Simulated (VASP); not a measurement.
# CdTe (F-43m) in VASP: a series of runs

The runs below take CdTe through single point, relaxation of the atoms, with PBE.

Program: VASP 6.6.1. These are calculated values, not measurements. Logs are shortened: lines on timing, memory, paths and dates and some standing lists are left out, and cuts for length are marked.

## 1. The cell of the first run

It takes space group F-43m (No. 216, cubic). Conventional cell: a = 6.564 Å, b = 6.564 Å, c = 6.564 Å, α = 90.00°, β = 90.00°, γ = 90.00°. Cd (site symmetry -43m) has 4 Te at 2.84 Å within 3.7 Å. Within 3.7 Å of Te (site symmetry -43m) lie 4 Cd at 2.84 Å.

## 2. Single point, PBE

Input file INCAR:

```
PREC     = Accurate       # precision mode
ENCUT    = 520            # plane-wave cutoff, eV
EDIFF    = 1E-6           # SCF threshold, eV
ISMEAR   = -1             # smearing method
SIGMA    = 0.03           # smearing width, eV
LREAL    = F              # projectors in reciprocal space
LASPH    = T              # aspherical terms in the spheres
NELM     = 80             # most SCF steps
ALGO     = Normal         # electronic algorithm
ISIF     = 2              # what is computed and relaxed
LWAVE    = F              # write WAVECAR
LCHARG   = T              # write CHGCAR
GGA      = PE             # functional
LELF     = T              # ELF
LVHAR    = T            
NBANDS   = 16             # bands
```

Input file KPOINTS:

```
regular mesh
0
Gamma
  8 8 8
```

Input file POSCAR:

```
CdTe
1.0
    0.0000000000      3.2821135562      3.2821135562
    3.2821135562      0.0000000000      3.2821135562
    3.2821135562      3.2821135562      0.0000000000
Cd Te
1 1
Direct
    0.0000000000      0.0000000000      0.0000000000
    0.7500000000      0.7500000000      0.7500000000
```

Potentials or basis: VASP PAW PBE potentials, release 64 (Cd, Te).

On the command line:

```console
$ cat potpaw_PBE.64/Cd/POTCAR potpaw_PBE.64/Te/POTCAR > POTCAR
$ mpirun -np 1 vasp_std > vasp.out
```

OUTCAR:

```text
PREC = Accurate
   ENCUT = 520
   EDIFF = 1E-6
   ISMEAR = -1
   LREAL = F
   LASPH = T
   NELM = 80
   ISIF = 2
   GGA = PE

 ion  position               nearest neighbor table
   1  0.000  0.000  0.000-   2 2.84   2 2.84   2 2.84   2 2.84
   2  0.750  0.750  0.750-   1 2.84   1 2.84   1 2.84   1 2.84

  LATTYP: Found a face centered cubic cell.
 ALAT       =     6.5642271124

  Lattice vectors:

 A1 = (   0.0000000000,   3.2821135562,   3.2821135562)
 A2 = (   3.2821135562,   0.0000000000,   3.2821135562)
 A3 = (   3.2821135562,   3.2821135562,   0.0000000000)

Analysis of symmetry for initial positions (statically):
=====================================================================
 Subroutine PRICEL returns:
 Original cell was already a primitive cell.

 Routine SETGRP: Setting up the symmetry group for a
 face centered cubic supercell.

 Subroutine GETGRP returns: Found 24 space group operations
 (whereof 24 operations were pure point group operations)
 out of a pool of 48 trial point group operations.

The static configuration has the point symmetry T_d .

Analysis of symmetry for dynamics (positions and initial velocities):
=====================================================================
 Subroutine PRICEL returns:
 Original cell was already a primitive cell.

 Routine SETGRP: Setting up the symmetry group for a
 face centered cubic supercell.

 Subroutine GETGRP returns: Found 24 space group operations
 (whereof 24 operations were pure point group operations)
 out of a pool of 48 trial point group operations.

The dynamic configuration has the point symmetry T_d .

 Subroutine INISYM returns: Found 24 space group operations
 (whereof 24 operations are pure point group operations),
 and found     1 'primitive' translations

----------------------------------------------------------------------------------------

                                     Primitive cell

  volume of cell :      70.7116

  direct lattice vectors                    reciprocal lattice vectors
     0.000000000  3.282113556  3.282113556    -0.152340859  0.152340859  0.152340859
[... 68 lines left out ...]
   k-points           NKPTS =     29   k-points in BZ     NKDIM =     29   number of bands    NBANDS=     16
   number of dos      NEDOS =    301   number of ions     NIONS =      2
   total plane-waves  NPLWV =  46656
   dimension x,y,z NGX =    36 NGY =   36 NGZ =   36
   dimension x,y,z NGXF=    72 NGYF=   72 NGZF=   72
   ions per type =               1   1
   NGX,Y,Z   is equivalent  to a cutoff of  12.89, 12.89, 12.89 a.u.
   NGXF,Y,Z  is equivalent  to a cutoff of  25.79, 25.79, 25.79 a.u.
 SYSTEM =  unknown system
   PREC   = accura    normal or accurate (medium, high low for compatibility)
   ISTART =      0    job   : 0-new  1-cont  2-samecut
   ICHARG =      2    charge: 1-file 2-atom 10-const
   ISPIN  =      1    spin polarized calculation?
   LNONCOLLINEAR =      F non collinear calculations
   LSORBIT =      F    spin-orbit coupling
   LASPH  =      T    aspherical Exc in radial PAW
   ENCUT  =  520.0 eV  38.22 Ry    6.18 a.u.   8.63  8.63  8.63*2*pi/ulx,y,z
   NELM   =     80;   NELMIN=  2; NELMDL= -5     # of ELM steps
   EDIFF  = 0.1E-05   stopping-criterion for ELM
   LREAL  =      F    real-space projection
   EDIFFG = 0.1E-04   stopping-criterion for IOM
   NSW    =      0    number of steps for IOM
   IBRION =     -1    ionic relax: 0-MD 1-quasi-New 2-CG
   NFREE  =      0    steps in history (QN), initial steepest desc. (CG)
   ISIF   =      2    stress and relaxation
   ISYM   =      2    0-nonsym 1-usesym 2-fastsym
   POTIM  = 0.5000    time-step for ionic-motion
   TEBEG  =    0.0;   TEEND  =   0.0 temperature during run
   PSTRESS=    0.0 pullay stress
   NELECT =      18.0000    total number of electrons
   NUPDOWN=      -1.0000    fix difference up-down
   EMIN   =  10.00;   EMAX   =-10.00  energy-range for DOS
   EFERMI =   0.00;   METHOD = LEGACY
   ISMEAR =    -1;   SIGMA  =   0.03  broadening in eV -4-tet -1-fermi 0-gaus
   EFERMI_NEDOS =   21; number of points for ismear=-14 and -15
   IALGO  =     38    algorithm
   IMIX   =      4    mixing-type and parameters
     AMIX     =   0.40;   BMIX     =  1.00
     AMIX_MAG =   1.60;   BMIX_MAG =  1.00
  volume/ion in A,a.u.               =      35.36       238.59
  Fermi-wavevector in a.u.,A,eV,Ry     =   1.037533  1.960654 14.646338  1.076475
  Thomas-Fermi vector in A             =   2.171976
   LORBIT       =      0    0 simple, 1 ext, 2 COOP (PROOUT), +10 PAW based schemes
   GGA     = PE    functional components
[... 5 lines left out ...]
 non-spin polarized calculation
  energy-cutoff  :      520.00
  volume of cell :       70.71
 maximum number of plane-waves:      1924
   NGX = 17   NGY = 17   NGZ = 17

 number of electron      18.0000006 magnetization

 Free energy of the ion-electron system (eV)
  ---------------------------------------------------
  ext. energy  EPLUGINS =         0.00000000
  ---------------------------------------------------
  free energy    TOTEN  =        -4.80589593 eV

  energy without entropy =       -4.80589584  energy(sigma->0) =       -4.80589589

 E-fermi :   2.3520     XC(G=0):  -8.4161

 val. band max:        2.0062697809   @ k =   0.0000   0.0000   0.0000
 cond. band min:       2.6621506076   @ k =   0.0000   0.0000   0.0000
 fundamental gap:      0.6558808267
 Fermi energy:         2.3519884317

 k-point     1 :       0.0000    0.0000    0.0000
  band No.  band energies     occupation
      1      -8.9554      2.00000
      2      -6.1546      2.00000
      3      -6.1546      2.00000
      4      -6.1546      2.00000
      5      -5.9214      2.00000
      6      -5.9214      2.00000
[... 433 lines left out ...]
      3      -6.0644      2.00000
      4      -5.9346      2.00000
      5      -5.9161      2.00000
      6      -5.5131      2.00000
[... 8 lines left out ...]
     15      12.0626      0.00000
     16      12.5193      0.00000

 [... further k-points ...]
[... 5 lines left out ...]
  --------------------------------------------------------------------------------------
  -------------------------------------------------------------------------------------
  Total        0.4598804      0.4598804      0.4598804      0.0000000     -0.0000000      0.0000000
  in kB       10.4199274     10.4199274     10.4199274      0.0000000     -0.0000000      0.0000000
  external PRESSURE =      10.4199274 kB  Pullay stress =       0.0000000 kB

 VOLUME and BASIS-vectors are now :
 -----------------------------------------------------------------------------
  energy-cutoff  :      520.00
  volume of cell :       70.71
      direct lattice vectors                 reciprocal lattice vectors
     0.000000000  3.282113556  3.282113556    -0.152340859  0.152340859  0.152340859
     3.282113556  0.000000000  3.282113556     0.152340859 -0.152340859  0.152340859
     3.282113556  3.282113556  0.000000000     0.152340859  0.152340859 -0.152340859

 POSITION                                       TOTAL-FORCE (eV/Angst)
 -----------------------------------------------------------------------------------
      0.00000      0.00000      0.00000        -0.000000      0.000000      0.000000
      4.92317      4.92317      4.92317         0.000000     -0.000000     -0.000000
 -----------------------------------------------------------------------------------
    total drift:                                0.000000      0.000000      0.000000

  FREE ENERGIE OF THE ION-ELECTRON SYSTEM (eV)
  ---------------------------------------------------
  free  energy   TOTEN  =        -4.8058959341 eV

  energy  without entropy=       -4.8058958423  energy(sigma->0) =       -4.80589589
```

Run time: 16 s. Hardware: 1 thread of Intel Xeon 6975P-C (Granite Rapids), shared host; peak memory 0.21 GiB.

What came out:

```yaml
Free_energy: -4.8059 eV
Pressure: 1.0 GPa
Band_gap_on_the_k_mesh: 0.66 eV, direct
```

Levels at points of the mesh, in eV from the valence-band top:
```
           k point  band 5  band 6  band 7  band 8  band 9  band 10  band 11  band 12  band 13  band 14
(0.00, 0.00, 0.00)   -7.93   -7.93    0.00    0.00    0.00     0.66     4.63     4.63     4.63     7.41
(0.50, 0.00, 0.00)   -7.92   -7.61   -4.21   -0.72   -0.72     1.78     5.20     5.20     7.05     8.52
(0.50, 0.50, 0.00)   -7.90   -7.48   -4.12   -1.74   -1.74     2.67     2.69     8.64     8.94     8.94
```

Caveat: spin-orbit coupling is left out, which moves the levels of the heavy elements.

## 3. Single point, PBE

Input file INCAR:

```
SYSTEM = CdTe
PREC     = Accurate       ! precision mode
ENCUT    = 520            ! plane-wave cutoff, eV
EDIFF    = 1E-6           ! SCF threshold, eV
ISMEAR   = -1             ! smearing method
SIGMA    = 0.03           ! smearing width, eV
LREAL    = .FALSE.        ! projectors in reciprocal space
LASPH    = .TRUE.         ! aspherical terms in the spheres
NELM     = 80             ! most SCF steps
ALGO     = Normal         ! electronic algorithm
ISIF     = 2              ! what is computed and relaxed
LWAVE    = .FALSE.        ! write WAVECAR
LCHARG   = .FALSE.        ! write CHGCAR
GGA      = PE             ! functional
NBANDS   = 16             ! bands
```

Input file KPOINTS:

```
regular mesh
0
G
  8 8 8
  0 0 0
```

POSCAR is that of step 2.

Potentials or basis: VASP PAW PBE potentials, release 64 (Cd, Te).

On the command line:

```console
$ cat potpaw_PBE.64/Cd/POTCAR potpaw_PBE.64/Te/POTCAR > POTCAR
$ mpirun -np 1 vasp_std > vasp.out
```

It took 15 s on 1 thread of Intel Xeon 6975P-C (Granite Rapids), shared host; peak memory 0.21 GiB.

The run converged. Its results:

```yaml
Free_energy: -4.8059 eV
Pressure: 1.0 GPa
Band_gap_on_the_k_mesh: 0.66 eV, direct
```

Levels at points of the mesh, in eV from the valence-band top:
| k point | band 7 | band 8 | band 9 | band 10 | band 11 | band 12 |
| --- | --- | --- | --- | --- | --- | --- |
| (0.00, 0.00, 0.00) | 0.00 | 0.00 | 0.00 | 0.66 | 4.63 | 4.63 |
| (0.50, 0.00, 0.00) | -4.21 | -0.72 | -0.72 | 1.78 | 5.20 | 5.20 |
| (0.50, 0.50, 0.00) | -4.12 | -1.74 | -1.74 | 2.67 | 2.69 | 8.64 |

Caveat: spin-orbit coupling is left out, which moves the levels of the heavy elements. PBE gaps usually lie below the measured ones, often by a third to a half.

## 4. Relaxation of the atoms, PBE

This run uses another cell than the first one, of 24.75 Å³/atom, 0.700 times its volume.

Input file INCAR:

```
  PREC = Accurate
  ENCUT = 520
  EDIFF = 1E-6
  ISMEAR = -1
  SIGMA = 0.03
  LREAL = F
  LASPH = T
  NELM = 100
  ALGO = Normal
  ISIF = 2
  LWAVE = F
  LCHARG = F
  GGA = PE
  IBRION = 2
  NSW = 50
  EDIFFG = -0.01
```

Input file KPOINTS:

```
regular mesh
0
Gamma
  8 8 8
```

Input file POSCAR:

```
CdTe
1.0
    0.0000000000      2.9142017607      2.9142017607
    2.9142017607      0.0000000000      2.9142017607
    2.9142017607      2.9142017607      0.0000000000
Cd Te
1 1
Direct
    0.0000000000      0.0000000000      0.0000000000
    0.7500000000      0.7500000000      0.7500000000
```

Potentials or basis: VASP PAW PBE potentials, release 64 (Cd, Te).

On the command line:

```console
$ cat potpaw_PBE.64/Cd/POTCAR potpaw_PBE.64/Te/POTCAR > POTCAR
$ mpirun -np 1 vasp_std > vasp.out
```

OUTCAR:

```text
PREC = Accurate
   ENCUT = 520
   EDIFF = 1E-6
   ISMEAR = -1
   LREAL = F
   LASPH = T
   NELM = 100
   ISIF = 2
   GGA = PE
   IBRION = 2
   NSW = 50
   EDIFFG = -0.01

 ion  position               nearest neighbor table
   1  0.000  0.000  0.000-   2 2.52   2 2.52   2 2.52   2 2.52
   2  0.750  0.750  0.750-   1 2.52   1 2.52   1 2.52   1 2.52

  LATTYP: Found a face centered cubic cell.
 ALAT       =     5.8284035214

  Lattice vectors:

 A1 = (   0.0000000000,   2.9142017607,   2.9142017607)
 A2 = (   2.9142017607,   0.0000000000,   2.9142017607)
 A3 = (   2.9142017607,   2.9142017607,   0.0000000000)

Analysis of symmetry for initial positions (statically):
=====================================================================
 Subroutine PRICEL returns:
 Original cell was already a primitive cell.

 Routine SETGRP: Setting up the symmetry group for a
 face centered cubic supercell.

 Subroutine GETGRP returns: Found 24 space group operations
 (whereof 24 operations were pure point group operations)
 out of a pool of 48 trial point group operations.

The static configuration has the point symmetry T_d .

[... 167 lines left out ...]
 k-point     1 :       0.0000    0.0000    0.0000
  band No.  band energies     occupation
      1      -7.6685      2.00000
      2      -4.0890      2.00000
      3      -4.0890      2.00000
      4      -4.0890      2.00000
      5      -3.5155      2.00000
      6      -3.5155      2.00000
      7       5.9387      2.00000
      8       5.9387      2.00000
      9       5.9387      2.00000
     10       7.7035      0.00000
     11      10.0995      0.00000
     12      10.0995      0.00000
     13      10.0995      0.00000
[... 354 lines left out ...]
  band No.  band energies     occupation
      1      -6.7971      2.00000
      2      -3.9098      2.00000
      3      -3.8664      2.00000
      4      -3.5683      2.00000
      5      -3.5124      2.00000
      6      -2.6307      2.00000
      7      -0.3851      2.00000
      8       2.5422      2.00000
      9       3.6551      2.00000
     10       9.6851      0.00000
     11       9.9564      0.00000
     12      12.3021      0.00000
     13      13.8238      0.00000

 [... further k-points ...]
[... 5 lines left out ...]
  --------------------------------------------------------------------------------------
  -------------------------------------------------------------------------------------
  Total       10.4151069     10.4151069     10.4151069      0.0000000      0.0000000     -0.0000000
  in kB      337.1207390    337.1207390    337.1207390      0.0000000      0.0000000     -0.0000000
  external PRESSURE =     337.1207390 kB  Pullay stress =       0.0000000 kB

 VOLUME and BASIS-vectors are now :
 -----------------------------------------------------------------------------
  energy-cutoff  :      520.00
  volume of cell :       49.50
      direct lattice vectors                 reciprocal lattice vectors
     0.000000000  2.914201761  2.914201761    -0.171573570  0.171573570  0.171573570
     2.914201761  0.000000000  2.914201761     0.171573570 -0.171573570  0.171573570
     2.914201761  2.914201761  0.000000000     0.171573570  0.171573570 -0.171573570

 POSITION                                       TOTAL-FORCE (eV/Angst)
 -----------------------------------------------------------------------------------
      0.00000      0.00000      0.00000        -0.000000     -0.000000     -0.000000
      4.37130      4.37130      4.37130         0.000000      0.000000      0.000000
 -----------------------------------------------------------------------------------
    total drift:                               -0.000000     -0.000000     -0.000000

  FREE ENERGIE OF THE ION-ELECTRON SYSTEM (eV)
  ---------------------------------------------------
  free  energy   TOTEN  =        -3.1232762731 eV

  energy  without entropy=       -3.1232762731  energy(sigma->0) =       -3.12327627

 reached required accuracy - stopping structural energy minimisation
```

OSZICAR:

```text
N       E                     dE             d eps       ncg     rms          rms(c)
DAV:   1     0.109248923186E+03    0.10925E+03   -0.89926E+03   762   0.125E+03
DAV:   2     0.310671934379E+00   -0.10894E+03   -0.10523E+03   839   0.296E+02
DAV:   3    -0.336249850640E+01   -0.36732E+01   -0.36647E+01   909   0.568E+01
DAV:   4    -0.339413954827E+01   -0.31641E-01   -0.31638E-01   987   0.473E+00
DAV:   5    -0.339444284615E+01   -0.30330E-03   -0.30330E-03   919   0.357E-01    0.114E+01
DAV:   6    -0.314900002445E+01    0.24544E+00   -0.51201E-01   844   0.123E+01    0.828E+00
DAV:   7    -0.312388034065E+01    0.25120E-01   -0.19496E-01   884   0.376E+00    0.220E+00
DAV:   8    -0.312316744219E+01    0.71290E-03   -0.20978E-02   784   0.227E+00    0.816E-01
DAV:   9    -0.312320479126E+01   -0.37349E-04   -0.17409E-03   824   0.447E-01    0.237E-01
DAV:  10    -0.312325640312E+01   -0.51612E-04   -0.14064E-04   867   0.119E-01    0.724E-02
DAV:  11    -0.312327403701E+01   -0.17634E-04   -0.41705E-05   829   0.728E-02    0.130E-02
DAV:  12    -0.312327582328E+01   -0.17863E-05   -0.46478E-06   909   0.295E-02    0.550E-03
DAV:  13    -0.312327627314E+01   -0.44987E-06   -0.11359E-06   643   0.864E-03
   1 F= -.31232763E+01 E0= -.31232763E+01  d E =-.312328E+01
```

CONTCAR:

```text
CdTe
   1.00000000000000
     0.0000000000000000    2.9142017607000001    2.9142017607000001
     2.9142017607000001    0.0000000000000000    2.9142017607000001
     2.9142017607000001    2.9142017607000001    0.0000000000000000
  Cd              Te
     1     1
Direct
     0.0000000000000000    0.0000000000000000    0.0000000000000000
     0.7500000000000000    0.7500000000000000    0.7500000000000000

  0.00000000E+00  0.00000000E+00  0.00000000E+00
  0.00000000E+00  0.00000000E+00  0.00000000E+00
```

Wall time 8.1 s (1 thread of Intel Xeon 6975P-C (Granite Rapids), shared host); peak memory 0.18 GiB.

Results:

- Free energy: -3.1233 eV
- Pressure after relaxing: 33.7 GPa
- Band gap on the k mesh: 1.69 eV, indirect (least direct gap 1.76 eV)

Final structure:
```yaml
crystal:
  lattice:
    - [0.00000, 2.91420, 2.91420]
    - [2.91420, 0.00000, 2.91420]
    - [2.91420, 2.91420, 0.00000]
  atoms:
    - { symbol: Cd, position: [0.00000, 0.00000, 0.00000] }
    - { symbol: Te, position: [0.75000, 0.75000, 0.75000] }
```

Caveat: the relaxation stopped at its first step, so nothing moved; spin-orbit coupling is left out, which moves the levels of the heavy elements. Expect the measured gap to be larger: semilocal functionals such as PBE lack the derivative discontinuity.

[end of part 1 of 3]
